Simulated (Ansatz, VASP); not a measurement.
**Pt in VASP and in Ansatz**

INCAR

```
  PREC = Accurate
  ENCUT = 520
  EDIFF = 1E-7
  ISMEAR = 0
  SIGMA = 0.1
  LREAL = False
  LASPH = True
  NELM = 80
  ALGO = Normal
  ISIF = 2
  LWAVE = False
  LCHARG = True
  LDIPOL = True
  IDIPOL = 3
  DIPOL = 0.5 0.5 0.500
  GGA = PE
  LELF = True
  LVHAR = True
  LVACPOTAV = True
  NBANDS = 28
```

Contents of KPOINTS:

```
regular mesh
0
Gamma
  12 12 1
```

The input POSCAR:

```
Pt
1.0
    2.8072917799      0.0000000000      0.0000000000
   -1.4036458899      2.4311859972      0.0000000000
    0.0000000000      0.0000000000     21.8764324199
Pt
4
Direct
    0.6666666667      0.3333333333      0.3428346933
    0.3333333333      0.6666666667      0.4476115644
    0.0000000000      0.0000000000      0.5523884356
    0.6666666667      0.3333333333      0.6571653067
```

Input for Ansatz:

```yaml
crystal:
  lattice:
    - [2.8072917799, 0.0, 0.0]
    - [-1.4036458899, 2.4311859972, 0.0]
    - [0.0, 0.0, 21.8764324199]
  atoms:
    - { symbol: Pt, position: [0.6666666667, 0.3333333333, 0.3428346933] }
    - { symbol: Pt, position: [0.3333333333, 0.6666666667, 0.4476115644] }
    - { symbol: Pt, position: [0.0, 0.0, 0.5523884356] }
    - { symbol: Pt, position: [0.6666666667, 0.3333333333, 0.6571653067] }
basis:
  ecutwfc: 420
kpoints:
  mp_grid: { grid: [12, 12, 1] }
hamiltonian:
  xc: pbe
scf:
  occupations: { method: gaussian, width: 0.1 }
output:
  forces: true
  stress: true
  eigenvalues: true
  write_density: true
  write_potential: true
  elf: true
  volumetric_format: npy
efield:
  axis: 3
  dipole_correction: true
  ramp_width: 0.04
```

Alike in both runs: task single point; functional PBE; k mesh 12 × 12 × 1; occupations gaussian, width 0.1 eV; no spin polarisation.

```csv
,VASP,Ansatz
version,VASP 6.6.1,Ansatz 0.2.0
potentials or method,"VASP PAW PBE potentials, release 64 (Pt), cutoff 520 eV","scalar-relativistic, plane waves, PAW"
valence electrons in the cell,40,72
```

VASP gave:

* gap on the k mesh at the Fermi level (eV): none
* rms of the force components (eV/Å): 0.086
* work function, face that differs most (eV): 5.72

Problem. Which values does Ansatz return?

Solution. gap on the k mesh at the Fermi level (eV): none; rms of the force components (eV/Å): 0.088; work function, face that differs most (eV): 5.72.

Atom by atom the forces differ by 0.008 eV/Å (rms over components). A gap of «none» marks a metal or a gap that the smearing closes. The functional is the same, so the differences come from potentials, cutoffs and numerics. VASP's potentials hold 40 valence electrons a cell and Ansatz's 72, so a difference there can come from the potentials and not from the codes. Ansatz's warnings: xc potential rough in thin density.

Spin-orbit coupling is off throughout.
